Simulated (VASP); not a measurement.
# Hg (P6/mmm) in VASP: a series of runs

Hg is run at these levels: PBE; tasks: single point.

Program: VASP 6.6.1. These are calculated values, not measurements. Logs are shortened: lines on timing, memory, paths and dates and some standing lists are left out, and cuts for length are marked.

### 1 The cell of the first run

It takes space group P6/mmm (No. 191, hexagonal). The conventional cell has a = 2.569 Å, b = 2.569 Å, c = 2.476 Å, α = 90.00°, β = 90.00°, γ = 120.00°. Within 3.3 Å of Hg (site symmetry 6/mmm) lie 8 Hg at 2.48 to 2.57 Å.

### 2 Single point, PBE (14.15 Å³/atom)

Input file INCAR:

```
SYSTEM = Hg
PREC     = Accurate       ! precision mode
ENCUT    = 520            ! plane-wave cutoff, eV
EDIFF    = 1E-6           ! SCF threshold, eV
ISMEAR   = -1             ! smearing method
SIGMA    = 0.1            ! smearing width, eV
LREAL    = .FALSE.        ! projectors in reciprocal space
LASPH    = .TRUE.         ! aspherical terms in the spheres
NELM     = 80             ! most SCF steps
ALGO     = Normal         ! electronic algorithm
ISIF     = 2              ! what is computed and relaxed
LWAVE    = .FALSE.        ! write WAVECAR
LCHARG   = .FALSE.        ! write CHGCAR
GGA      = PE             ! functional
NBANDS   = 12             ! bands
```

Input file KPOINTS:

```
Automatic mesh
0
G
  13 13 12
  0 0 0
```

Input file POSCAR:

```
Hg
1.0
    2.5685051485      0.0000000000      0.0000000000
   -1.2842525742      2.2243907083      0.0000000000
    0.0000000000      0.0000000000      2.4764406088
Hg
1
Direct
    0.0000000000      0.0000000000      0.0000000000
```

Potentials or basis: VASP PAW PBE potentials, release 64 (Hg).

Started as:

```bash
$ cat potpaw_PBE.64/Hg/POTCAR > POTCAR
$ mpirun -np 1 vasp_std > vasp.out
```

OUTCAR:

```text
SYSTEM = Hg
   PREC = Accurate
   ENCUT = 520
   EDIFF = 1E-6
   ISMEAR = -1
   LREAL = .FALSE.
   LASPH = .TRUE.
   NELM = 80
   ISIF = 2
   GGA = PE

 ion  position               nearest neighbor table
   1  0.000  0.000  0.000-

  LATTYP: Found a hexagonal cell.
 ALAT       =     2.5685051485
 C/A-ratio  =     0.9641563733

  Lattice vectors:

 A1 = (   2.5685051485,   0.0000000000,   0.0000000000)
 A2 = (  -1.2842525742,   2.2243907083,   0.0000000000)
 A3 = (   0.0000000000,   0.0000000000,   2.4764406088)

Analysis of symmetry for initial positions (statically):
=====================================================================
 Subroutine PRICEL returns:
 Original cell was already a primitive cell.

 Routine SETGRP: Setting up the symmetry group for a
 hexagonal supercell.

 Subroutine GETGRP returns: Found 24 space group operations
 (whereof 24 operations were pure point group operations)
 out of a pool of 24 trial point group operations.

The static configuration has the point symmetry D_6h.

Analysis of symmetry for dynamics (positions and initial velocities):
=====================================================================
 Subroutine PRICEL returns:
 Original cell was already a primitive cell.

 Routine SETGRP: Setting up the symmetry group for a
 hexagonal supercell.

 Subroutine GETGRP returns: Found 24 space group operations
 (whereof 24 operations were pure point group operations)
 out of a pool of 24 trial point group operations.

The dynamic configuration has the point symmetry D_6h.

 Subroutine INISYM returns: Found 24 space group operations
 (whereof 24 operations are pure point group operations),
 and found     1 'primitive' translations

----------------------------------------------------------------------------------------

                                     Primitive cell

  volume of cell :      14.1488

  direct lattice vectors                    reciprocal lattice vectors
     2.568505148  0.000000000  0.000000000     0.389331515  0.224780655  0.000000000
    -1.284252574  2.224390708  0.000000000     0.000000000  0.449561310  0.000000000
     0.000000000  0.000000000  2.476440609     0.000000000  0.000000000  0.403805363

  length of vectors
     2.568505148  2.568505148  2.476440609     0.449561310  0.449561310  0.403805363

  position of ions in fractional coordinates (direct lattice)
     0.000000000  0.000000000  0.000000000

  ion indices of the primitive-cell ions
   primitive index   ion index
                 1           1

----------------------------------------------------------------------------------------

 KPOINTS: Automatic mesh

Automatic generation of k-mesh.
 Grid dimensions read from file:
 generate k-points for:   13   13   12

 Generating k-lattice:

  Cartesian coordinates                     Fractional coordinates (reciprocal lattice)
     0.029948578  0.017290820  0.000000000     0.076923077  0.000000000  0.000000000
     0.000000000  0.034581639  0.000000000     0.000000000  0.076923077  0.000000000
     0.000000000  0.000000000  0.033650447     0.000000000  0.000000000  0.083333333

  Length of vectors
     0.034581639  0.034581639  0.033650447

  Shift w.r.t. Gamma in fractional coordinates (k-lattice)
     0.000000000  0.000000000  0.000000000

 Subroutine IBZKPT returns following result:
 ===========================================

 Found    147 irreducible k-points:

 Following reciprocal coordinates:
            Coordinates               Weight
  0.000000  0.000000  0.000000      1.000000
  0.076923 -0.000000  0.000000      6.000000
  0.153846  0.000000  0.000000      6.000000
  0.230769  0.000000  0.000000      6.000000
  0.307692  0.000000  0.000000      6.000000
  0.384615  0.000000  0.000000      6.000000
[... 16 lines left out ...]
  0.076923 -0.000000  0.083333     12.000000
  0.153846  0.000000  0.083333     12.000000
 [... further k-points ...]
   k-points           NKPTS =    147   k-points in BZ     NKDIM =    147   number of bands    NBANDS=     12
   number of dos      NEDOS =    301   number of ions     NIONS =      1
   total plane-waves  NPLWV =   7200
   dimension x,y,z NGX =    20 NGY =   20 NGZ =   18
   dimension x,y,z NGXF=    40 NGYF=   40 NGZF=   36
   ions per type =               1
   NGX,Y,Z   is equivalent  to a cutoff of  12.94, 12.94, 12.08 a.u.
   NGXF,Y,Z  is equivalent  to a cutoff of  25.89, 25.89, 24.17 a.u.
 SYSTEM =  Hg
   PREC   = accura    normal or accurate (medium, high low for compatibility)
   ISTART =      0    job   : 0-new  1-cont  2-samecut
   ICHARG =      2    charge: 1-file 2-atom 10-const
   ISPIN  =      1    spin polarized calculation?
   LNONCOLLINEAR =      F non collinear calculations
   LSORBIT =      F    spin-orbit coupling
   LASPH  =      T    aspherical Exc in radial PAW
   ENCUT  =  520.0 eV  38.22 Ry    6.18 a.u.   4.78  4.78  4.60*2*pi/ulx,y,z
   NELM   =     80;   NELMIN=  2; NELMDL= -5     # of ELM steps
   EDIFF  = 0.1E-05   stopping-criterion for ELM
   LREAL  =      F    real-space projection
   EDIFFG = 0.1E-04   stopping-criterion for IOM
   NSW    =      0    number of steps for IOM
   IBRION =     -1    ionic relax: 0-MD 1-quasi-New 2-CG
   NFREE  =      0    steps in history (QN), initial steepest desc. (CG)
   ISIF   =      2    stress and relaxation
   ISYM   =      2    0-nonsym 1-usesym 2-fastsym
   POTIM  = 0.5000    time-step for ionic-motion
   TEBEG  =    0.0;   TEEND  =   0.0 temperature during run
   PSTRESS=    0.0 pullay stress
   NELECT =      12.0000    total number of electrons
   NUPDOWN=      -1.0000    fix difference up-down
   EMIN   =  10.00;   EMAX   =-10.00  energy-range for DOS
   EFERMI =   0.00;   METHOD = LEGACY
   ISMEAR =    -1;   SIGMA  =   0.10  broadening in eV -4-tet -1-fermi 0-gaus
   EFERMI_NEDOS =   21; number of points for ismear=-14 and -15
   IALGO  =     38    algorithm
   IMIX   =      4    mixing-type and parameters
     AMIX     =   0.40;   BMIX     =  1.00
     AMIX_MAG =   1.60;   BMIX_MAG =  1.00
  volume/ion in A,a.u.               =      14.15        95.48
  Fermi-wavevector in a.u.,A,eV,Ry     =   1.549633  2.928381 32.672506  2.401361
  Thomas-Fermi vector in A             =   2.654412
   LORBIT       =      0    0 simple, 1 ext, 2 COOP (PROOUT), +10 PAW based schemes
   GGA     = PE    functional components
   LHFCALC =     F    Hartree Fock is set to
   AEXX    =    0.0000 exact exchange contribution
   IVDW    =     0    specifies the selected vdW correction
   LEPSILON=     F    determine dielectric tensor
   LRPA    =     F    only Hartree local field effects (RPA)
 non-spin polarized calculation
  energy-cutoff  :      520.00
  volume of cell :       14.15
 maximum number of plane-waves:       405
 NGX is ok and might be reduce to    20
   NGX =  9   NGY =  9   NGZ =  9

 number of electron      11.9999998 magnetization

 Free energy of the ion-electron system (eV)
  ---------------------------------------------------
  ext. energy  EPLUGINS =         0.00000000
  ---------------------------------------------------
  free energy    TOTEN  =         2.85740896 eV

  energy without entropy =        2.86767558  energy(sigma->0) =        2.86254227

 E-fermi :   9.3566     XC(G=0): -13.8196

 val. band max:        9.2945919597   @ k =   0.1538   0.0000   0.4167
 cond. band min:       9.3568809991   @ k =   0.3846   0.2308   0.2500
 fundamental gap:      0.0622890394
 Fermi energy:         9.3565623547

 k-point     1 :       0.0000    0.0000    0.0000
  band No.  band energies     occupation
      1      -6.1520      2.00000
      2      -4.0983      2.00000
      3      -1.3806      2.00000
      4      -1.3806      2.00000
      5       2.1407      2.00000
      6       2.1407      2.00000
      7      20.9872      0.00000
      8      22.9044      0.00000
      9      28.2204      0.00000
     10      28.2204      0.00000
     11      28.8666      0.00000
     12      34.3453      0.00000

 k-point     2 :       0.0769   -0.0000    0.0000
  band No.  band energies     occupation
      1      -5.9002      2.00000
      2      -4.0232      2.00000
      3      -1.5008      2.00000
      4      -1.1983      2.00000
      5       1.9848      2.00000
      6       2.1117      2.00000
      7      21.3996      0.00000
      8      23.0637      0.00000
      9      26.1433      0.00000
     10      27.3690      0.00000
     11      29.5820      0.00000
     12      35.2522      0.00000

 k-point     3 :       0.1538    0.0000    0.0000
  band No.  band energies     occupation
      1      -5.2191      2.00000
      2      -3.8073      2.00000
      3      -1.7465      2.00000
      4      -0.6727      2.00000
      5       1.5751      2.00000
      6       2.0317      2.00000
      7      21.9000      0.00000
      8      22.5607      0.00000
      9      24.8563      0.00000
     10      25.6090      0.00000
     11      29.5861      0.00000
     12      36.2974      0.00000

 k-point     4 :       0.2308    0.0000    0.0000
  band No.  band energies     occupation
      1      -4.4225      2.00000
      2      -3.5598      2.00000
      3      -1.6371      2.00000
      4       0.1290      2.00000
      5       1.0438      2.00000
      6       1.9205      2.00000
      7      18.6932      0.00000
      8      23.6699      0.00000
      9      24.2728      0.00000
     10      25.4294      0.00000
     11      29.3371      0.00000
     12      36.5213      0.00000

 k-point     5 :       0.3077    0.0000    0.0000
  band No.  band energies     occupation
      1      -4.0258      2.00000
      2      -3.4935      2.00000
      3      -0.4306      2.00000
      4       0.5278      2.00000
      5       1.0794      2.00000
      6       1.8042      2.00000
      7      15.2837      0.00000
      8      21.8360      0.00000
      9      25.7802      0.00000
     10      26.2505      0.00000
     11      28.8620      0.00000
     12      36.8895      0.00000
[... 228 lines left out ...]
      1      -2.9835      2.00000
      2      -1.9824      2.00000
      3      -1.2281      2.00000
      4       0.4060      2.00000
      5       0.7459      2.00000
      6       8.2364      1.99997
      7       9.9702      0.00432
      8      11.8128      0.00000
      9      28.4225      0.00000
     10      30.4889      0.00000
     11      34.1167      0.00000
     12      35.4346      0.00000

 k-point    22 :       0.0000    0.0000    0.0833
  band No.  band energies     occupation
      1      -5.9658      2.00000
      2      -3.8773      2.00000
      3      -1.3537      2.00000
      4      -1.3537      2.00000
      5       1.9925      2.00000
      6       1.9925      2.00000
      7      19.4683      0.00000
      8      23.0550      0.00000
      9      28.7146      0.00000
     10      28.7146      0.00000
     11      30.7036      0.00000
     12      33.9513      0.00000

 k-point    23 :       0.0769   -0.0000    0.0833
  band No.  band energies     occupation
      1      -5.7105      2.00000
      2      -3.8074      2.00000
      3      -1.4728      2.00000
      4      -1.1721      2.00000
      5       1.8345      2.00000
      6       1.9619      2.00000
      7      19.8223      0.00000
      8      23.2064      0.00000
      9      26.8457      0.00000
     10      27.8028      0.00000
     11      31.1360      0.00000
     12      34.7528      0.00000

 k-point    24 :       0.1538    0.0000    0.0833
  band No.  band energies     occupation
      1      -5.0178      2.00000
      2      -3.6101      2.00000
      3      -1.7159      2.00000
      4      -0.6483      2.00000
      5       1.4238      2.00000
      6       1.8777      2.00000
      7      20.7461      0.00000
      8      22.2467      0.00000
      9      25.3911      0.00000
     10      26.0010      0.00000
     11      31.1856      0.00000
     12      35.1851      0.00000

 [... further k-points ...]
[... 5 lines left out ...]
  --------------------------------------------------------------------------------------
  -------------------------------------------------------------------------------------
  Total       13.6926391     13.6926391     13.6977536      0.0000000     -0.0000000      0.0000000
  in kB     1550.5233560   1550.5233560   1551.1025117      0.0000000     -0.0000000      0.0000000
  external PRESSURE =    1550.7164079 kB  Pullay stress =       0.0000000 kB

 VOLUME and BASIS-vectors are now :
 -----------------------------------------------------------------------------
  energy-cutoff  :      520.00
  volume of cell :       14.15
      direct lattice vectors                 reciprocal lattice vectors
     2.568505148  0.000000000  0.000000000     0.389331515  0.224780655  0.000000000
    -1.284252574  2.224390708  0.000000000     0.000000000  0.449561310  0.000000000
     0.000000000  0.000000000  2.476440609     0.000000000  0.000000000  0.403805363

 POSITION                                       TOTAL-FORCE (eV/Angst)
 -----------------------------------------------------------------------------------
      0.00000      0.00000      0.00000         0.000000      0.000000      0.000000
 -----------------------------------------------------------------------------------
    total drift:                               -0.000000      0.000000      0.000000

  FREE ENERGIE OF THE ION-ELECTRON SYSTEM (eV)
  ---------------------------------------------------
  free  energy   TOTEN  =         2.8574089620 eV

  energy  without entropy=        2.8676755760  energy(sigma->0) =        2.86254227
```

Run time: 15 s. Hardware: 1 thread of Intel Xeon Platinum 8375C at 2.90GHz (Ice Lake), shared host; peak memory 0.14 GiB.

What came out:

```yaml
Free_energy: 2.8574 eV
Pressure: 155.1 GPa
Band_gap_on_the_k_mesh: zero (bands 6 and 7 overlap by 5.56 eV)
```

Levels at points of the mesh, in eV from the Fermi level:
```
           k point  band 2  band 3  band 4  band 5  band 6  band 7  band 8  band 9  band 10  band 11
(0.00, 0.00, 0.00)  -13.45  -10.74  -10.74   -7.22   -7.22   11.63   13.55   18.86    18.86    19.51
(0.00, 0.00, 0.50)  -10.32  -10.32   -9.16   -9.16   -6.40   -2.01   17.18   20.49    20.49    20.82
```

Caveat: the cell stands under pressure; spin-orbit coupling is left out, which moves the levels of the heavy elements.

(Part 1 of 2 ends here.)

The gap in the log of VASP goes by the Fermi energy; the results here count the filled bands.